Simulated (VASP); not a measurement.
**AgI: single point with r2SCAN**

Crystal: AgI.

```xyz
4
Lattice="4.6554 0.0000 0.0000 -2.3277 4.0317 0.0000 0.0000 0.0000 7.5872" Properties=species:S:1:pos:R:3 pbc="T T T"
Ag    0.0000    2.6878    0.0153
Ag    2.3277    1.3439    3.8089
I     0.0000    2.6878    2.8671
I     2.3277    1.3439    6.6606
```

```json
{"Program": "VASP 6.6.1", "Task": "single point", "Functional": "r2SCAN", "Potentials or basis": "VASP PAW PBE potentials, release 64 (Ag, I)", "Cutoff": "550 eV", "k mesh": "6 × 6 × 4", "Occupations": "gaussian, width 0.02 eV", "Spin": "no spin polarisation", "Dipole correction": "no", "Further INCAR settings": "ALGO = Normal; EDIFF = 1e-06; NBANDS = 26"}
```

| Item | Value |
| --- | --- |
| Pressure | -0.1 GPa |
| Band gap on the k mesh | 1.83 eV |

Levels at points of the mesh, in eV from the valence-band top:
```tsv
k point	band 14	band 15	band 16	band 17	band 18	band 19	band 20	band 21	band 22	band 23
(0.00, 0.00, 0.00)	-0.67	-0.67	-0.06	0.00	0.00	1.83	3.08	6.28	6.28	6.48
(0.50, 0.00, 0.00)	-2.49	-2.08	-1.70	-0.97	-0.68	3.77	3.97	5.15	6.27	6.73
(0.00, 0.00, 0.50)	-1.58	-0.35	-0.35	-0.35	-0.35	3.09	3.09	6.03	6.03	6.56
(0.50, 0.00, 0.50)	-2.67	-1.19	-1.19	-1.16	-1.16	3.68	3.68	5.28	5.28	7.68
```

Wall time 3.7 min on 1 thread of Intel(R) Xeon(R) Platinum 8259CL CPU @ 2.50GHz (Skylake/Cascade Lake), with other jobs on the host, peak memory 0.33 GiB.

Caveat: the PAW data sets were made with another functional, which shifts forces and pressure a little; spin-orbit coupling is left out, which moves the levels of the heavy elements.
